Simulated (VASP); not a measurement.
# Zr (Im-3m) in VASP: further runs

Runs on Zr. Level: PBE. Tasks: single point.

All numbers are computed with VASP 6.6.1; they aren't measurements. Logs are shortened: lines on timing, memory, paths and dates and some standing lists are left out, and cuts for length are marked.

**1. The cell of the first run**

It takes space group Im-3m (No. 229, cubic). The conventional cell has a = 3.668 Å, b = 3.668 Å, c = 3.668 Å, α = 90.00°, β = 90.00°, γ = 90.00°. Zr (site symmetry m-3m) has 14 Zr at 3.18 to 3.67 Å within 4.2 Å.

**2. Single point, PBE (volume scaled by 1.04)**

File INCAR:

```
PREC = Accurate
ENCUT = 520
EDIFF = 1E-6
ISMEAR = -1
SIGMA = 0.08
LREAL = False
LASPH = True
NELM = 60
ALGO = Normal
ISIF = 2
LWAVE = False
LCHARG = False
GGA = PE
NBANDS = 12
```

File KPOINTS:

```
Automatic mesh
0
Gamma
  14 14 14
```

File POSCAR:

```
Zr
1.0
   -1.8338185209      1.8338185209      1.8338185209
    1.8338185209     -1.8338185209      1.8338185209
    1.8338185209      1.8338185209     -1.8338185209
Zr
1
Direct
    0.0000000000      0.0000000000      0.0000000000
```

Potentials or basis: VASP PAW PBE potentials, release 64 (Zr_sv).

Command:

```
cat potpaw_PBE.64/Zr_sv/POTCAR > POTCAR
mpirun -np 1 vasp_std > vasp.out
```

OUTCAR:

```text
PREC = Accurate
   ENCUT = 520
   EDIFF = 1E-6
   ISMEAR = -1
   LREAL = False
   LASPH = True
   NELM = 60
   ISIF = 2
   GGA = PE

 ion  position               nearest neighbor table
   1  0.000  0.000  0.000-

  LATTYP: Found a body centered cubic cell.
 ALAT       =     3.6676370418

  Lattice vectors:

 A1 = (  -1.8338185209,   1.8338185209,   1.8338185209)
 A2 = (   1.8338185209,  -1.8338185209,   1.8338185209)
 A3 = (   1.8338185209,   1.8338185209,  -1.8338185209)

Analysis of symmetry for initial positions (statically):
=====================================================================
 Subroutine PRICEL returns:
 Original cell was already a primitive cell.

 Routine SETGRP: Setting up the symmetry group for a
 body centered cubic supercell.

 Subroutine GETGRP returns: Found 48 space group operations
 (whereof 48 operations were pure point group operations)
 out of a pool of 48 trial point group operations.

The static configuration has the point symmetry O_h .

Analysis of symmetry for dynamics (positions and initial velocities):
=====================================================================
 Subroutine PRICEL returns:
 Original cell was already a primitive cell.

 Routine SETGRP: Setting up the symmetry group for a
 body centered cubic supercell.

 Subroutine GETGRP returns: Found 48 space group operations
 (whereof 48 operations were pure point group operations)
 out of a pool of 48 trial point group operations.

The dynamic configuration has the point symmetry O_h .

 Subroutine INISYM returns: Found 48 space group operations
 (whereof 48 operations are pure point group operations),
 and found     1 'primitive' translations

----------------------------------------------------------------------------------------

                                     Primitive cell

  volume of cell :      24.6677

  direct lattice vectors                    reciprocal lattice vectors
    -1.833818521  1.833818521  1.833818521     0.000000000  0.272655115  0.272655115
     1.833818521 -1.833818521  1.833818521     0.272655115  0.000000000  0.272655115
     1.833818521  1.833818521 -1.833818521     0.272655115  0.272655115  0.000000000

  length of vectors
     3.176266850  3.176266850  3.176266850     0.385592562  0.385592562  0.385592562

  position of ions in fractional coordinates (direct lattice)
     0.000000000  0.000000000  0.000000000
[... 75 lines left out ...]
   NELM   =     60;   NELMIN=  2; NELMDL= -5     # of ELM steps
   EDIFF  = 0.1E-05   stopping-criterion for ELM
   LREAL  =      F    real-space projection
   EDIFFG = 0.1E-04   stopping-criterion for IOM
   NSW    =      0    number of steps for IOM
   IBRION =     -1    ionic relax: 0-MD 1-quasi-New 2-CG
   NFREE  =      0    steps in history (QN), initial steepest desc. (CG)
   ISIF   =      2    stress and relaxation
   ISYM   =      2    0-nonsym 1-usesym 2-fastsym
   POTIM  = 0.5000    time-step for ionic-motion
   TEBEG  =    0.0;   TEEND  =   0.0 temperature during run
   PSTRESS=    0.0 pullay stress
   NELECT =      12.0000    total number of electrons
   NUPDOWN=      -1.0000    fix difference up-down
   EMIN   =  10.00;   EMAX   =-10.00  energy-range for DOS
   EFERMI =   0.00;   METHOD = LEGACY
   ISMEAR =    -1;   SIGMA  =   0.08  broadening in eV -4-tet -1-fermi 0-gaus
   EFERMI_NEDOS =   21; number of points for ismear=-14 and -15
   IALGO  =     38    algorithm
   IMIX   =      4    mixing-type and parameters
     AMIX     =   0.40;   BMIX     =  1.00
     AMIX_MAG =   1.60;   BMIX_MAG =  1.00
  volume/ion in A,a.u.               =      24.67       166.47
  Fermi-wavevector in a.u.,A,eV,Ry     =   1.287535  2.433088 22.554993  1.657745
  Thomas-Fermi vector in A             =   2.419543
   LORBIT       =      0    0 simple, 1 ext, 2 COOP (PROOUT), +10 PAW based schemes
   GGA     = PE    functional components
   LHFCALC =     F    Hartree Fock is set to
   AEXX    =    0.0000 exact exchange contribution
   IVDW    =     0    specifies the selected vdW correction
   LEPSILON=     F    determine dielectric tensor
   LRPA    =     F    only Hartree local field effects (RPA)
 non-spin polarized calculation
  energy-cutoff  :      520.00
  volume of cell :       24.67
 maximum number of plane-waves:       682
   NGX = 11   NGY = 11   NGZ = 11

 number of electron      12.0000000 magnetization

 Free energy of the ion-electron system (eV)
  ---------------------------------------------------
  ext. energy  EPLUGINS =         0.00000000
  ---------------------------------------------------
  free energy    TOTEN  =        -8.42117945 eV

  energy without entropy =       -8.37716383  energy(sigma->0) =       -8.39917164

 E-fermi :   8.0900     XC(G=0): -10.8178

 val. band max:        8.0852284408   @ k =   0.2857   0.1429   0.1429
 cond. band min:       8.0928080461   @ k =   0.2143   0.2143   0.0000
 fundamental gap:      0.0075796053
 Fermi energy:         8.0900175483

 k-point     1 :       0.0000    0.0000    0.0000
  band No.  band energies     occupation
      1     -40.5325      2.00000
      2     -18.1189      2.00000
      3     -18.1189      2.00000
      4     -18.1189      2.00000
      5       2.8233      2.00000
      6       9.1780      0.00000
      7       9.1780      0.00000
      8       9.1780      0.00000
      9      11.4949      0.00000
     10      11.4949      0.00000
     11      20.2835      0.00000
     12      20.2835      0.00000
[... 331 lines left out ...]
 k-point    24 :       0.3571    0.2857    0.0000
  band No.  band energies     occupation
      1     -40.4000      2.00000
      2     -18.7302      2.00000
      3     -18.6073      2.00000
      4     -18.2178      2.00000
      5       6.8042      2.00000
      6       7.5719      1.99693
      7       7.9052      1.81947
      8      11.6299      0.00000
      9      12.0016      0.00000
     10      15.9913      0.00000
     11      16.4484      0.00000
     12      17.8403      0.00000

 [... further k-points ...]
[... 5 lines left out ...]
  --------------------------------------------------------------------------------------
  -------------------------------------------------------------------------------------
  Total       -0.9022999     -0.9022999     -0.9022999      0.0000000     -0.0000000      0.0000000
  in kB      -58.6046983    -58.6046983    -58.6046983      0.0000000     -0.0000000      0.0000000
  external PRESSURE =     -58.6046983 kB  Pullay stress =       0.0000000 kB

 VOLUME and BASIS-vectors are now :
 -----------------------------------------------------------------------------
  energy-cutoff  :      520.00
  volume of cell :       24.67
      direct lattice vectors                 reciprocal lattice vectors
    -1.833818521  1.833818521  1.833818521     0.000000000  0.272655115  0.272655115
     1.833818521 -1.833818521  1.833818521     0.272655115  0.000000000  0.272655115
     1.833818521  1.833818521 -1.833818521     0.272655115  0.272655115  0.000000000

 POSITION                                       TOTAL-FORCE (eV/Angst)
 -----------------------------------------------------------------------------------
      0.00000      0.00000      0.00000         0.000000     -0.000000      0.000000
 -----------------------------------------------------------------------------------
    total drift:                                0.000000      0.000000     -0.000000

  FREE ENERGIE OF THE ION-ELECTRON SYSTEM (eV)
  ---------------------------------------------------
  free  energy   TOTEN  =        -8.4211794491 eV

  energy  without entropy=       -8.3771638344  energy(sigma->0) =       -8.39917164
```

OSZICAR:

```text
N       E                     dE             d eps       ncg     rms          rms(c)
DAV:   1     0.872883750736E+02    0.87288E+02   -0.69094E+03  2496   0.993E+02
DAV:   2    -0.567550966346E+01   -0.92964E+02   -0.90513E+02  2960   0.269E+02
DAV:   3    -0.873118814778E+01   -0.30557E+01   -0.30128E+01  3812   0.412E+01
DAV:   4    -0.879288455667E+01   -0.61696E-01   -0.61657E-01  2836   0.540E+00
DAV:   5    -0.879436560860E+01   -0.14811E-02   -0.14810E-02  3644   0.626E-01    0.905E+00
DAV:   6    -0.847658663589E+01    0.31778E+00   -0.40895E-01  2708   0.581E+00    0.344E+00
DAV:   7    -0.841857647947E+01    0.58010E-01   -0.19978E-01  3012   0.385E+00    0.673E-01
DAV:   8    -0.842119210315E+01   -0.26156E-02   -0.11978E-02  2948   0.122E+00    0.112E-01
DAV:   9    -0.842119218906E+01   -0.85909E-07   -0.48664E-04  3200   0.197E-01    0.237E-02
DAV:  10    -0.842118084056E+01    0.11348E-04   -0.28841E-05  3012   0.542E-02    0.180E-02
DAV:  11    -0.842117940770E+01    0.14329E-05   -0.25450E-06  2876   0.162E-02    0.213E-03
DAV:  12    -0.842117944908E+01   -0.41384E-07   -0.89579E-08  1408   0.268E-03
   1 F= -.84211794E+01 E0= -.83991716E+01  d E =-.440156E-01
```

Run time: 32 s. Hardware: 1 thread of Intel Xeon 8259CL, shared host; peak memory 0.16 GiB.

What came out:

- Free energy: -8.4212 eV
- Pressure: -5.9 GPa
- Band gap on the k mesh: zero (band 6 reaches 9.18 eV, above the bottom of band 7 at 7.49 eV)

**3. Single point, PBE (volume scaled by 1.06)**

File INCAR:

```
  PREC = Accurate
  ENCUT = 520
  EDIFF = 1E-7
  ISMEAR = -1
  SIGMA = 0.08
  LREAL = F
  LASPH = T
  NELM = 60
  ALGO = Normal
  ISIF = 2
  LWAVE = F
  LCHARG = F
  GGA = PE
  NBANDS = 12
```

KPOINTS is that of step 2.

File POSCAR:

```
Zr
1.0
   -1.8454992086      1.8454992086      1.8454992086
    1.8454992086     -1.8454992086      1.8454992086
    1.8454992086      1.8454992086     -1.8454992086
Zr
1
Direct
    0.0000000000      0.0000000000      0.0000000000
```

Potentials or basis: VASP PAW PBE potentials, release 64 (Zr_sv).

Command:

```
cat potpaw_PBE.64/Zr_sv/POTCAR > POTCAR
mpirun -np 1 vasp_std > vasp.out
```

Wall time 27 s (1 thread of Intel Xeon 8259CL, shared host); peak memory 0.16 GiB.

Results (log left out):

- Free energy: -8.4021 eV
- Pressure: -7.1 GPa
- Band gap on the k mesh: zero (band 6 reaches 8.97 eV, above the bottom of band 7 at 7.30 eV)

Levels at points of the mesh, in eV from the Fermi level:
```tsv
k point	band 4	band 5	band 6	band 7	band 8	band 9
(0.00, 0.00, 0.00)	-26.28	-5.23	1.07	1.07	1.07	3.34
(0.50, 0.00, 0.00)	-26.28	-2.57	-0.54	1.31	3.30	3.91
(0.50, 0.50, 0.50)	-26.80	-2.23	-2.23	5.14	5.14	5.14
```
